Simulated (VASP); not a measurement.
Set up this calculation in VASP 6.6.1, as the native input.

```yaml
Task: single point
Functional: LDA
Potentials_or_basis: VASP PAW LDA potentials, release 64 (Mo_sv, S)
Cutoff: 500 eV
k_mesh: 12 × 12 × 4
Occupations: gaussian, width 0.02 eV
Spin: no spin polarisation
Dipole_correction: no
Further_INCAR_settings: ALGO = Normal; EDIFF = 1e-06; NBANDS = 35
```

The structure of MoS2 lies in POSCAR:

```
MoS2
1.0
    3.1221952283      0.0000000028      0.0000000000
   -1.5610976166      2.7039003819      0.0000000000
    0.0000000000      0.0000000000     12.0794414733
Mo S
2 4
Direct
    0.6666666667      0.3333333333      0.2500000000
    0.3333333333      0.6666666667      0.7500000000
    0.6666666667      0.3333333333      0.6213370735
    0.3333333333      0.6666666667      0.3786629265
    0.6666666667      0.3333333333      0.8786629265
    0.3333333333      0.6666666667      0.1213370735
```

The input as run:

INCAR

```
PREC = Accurate ; ENCUT = 500
EDIFF = 1E-6 ; ISMEAR = 0
SIGMA = 0.02 ; LREAL = False
LASPH = True ; NELM = 120
ALGO = Normal ; ISIF = 2
LWAVE = False ; LCHARG = False
NBANDS = 35 ; GGA_COMPAT = False
```

KPOINTS

```
Automatic mesh
0
Gamma
  12 12 4
```

Potentials or basis: VASP PAW LDA potentials, release 64 (Mo_sv, S).

Run with:

```sh
$ cat potpaw_LDA.64/Mo_sv/POTCAR potpaw_LDA.64/S/POTCAR > POTCAR
$ mpirun -np 1 vasp_std > vasp.out
```

Results of the run:

```yaml
Pressure: 0.1 GPa
Largest_force: 0.016 eV/Å
Band_gap_on_the_k_mesh: 0.74 eV, indirect (least direct gap 1.77 eV)
```

Run time: 4.9 min on 1 thread of AMD EPYC 7R13, with other jobs on the host, peak memory 0.25 GiB.
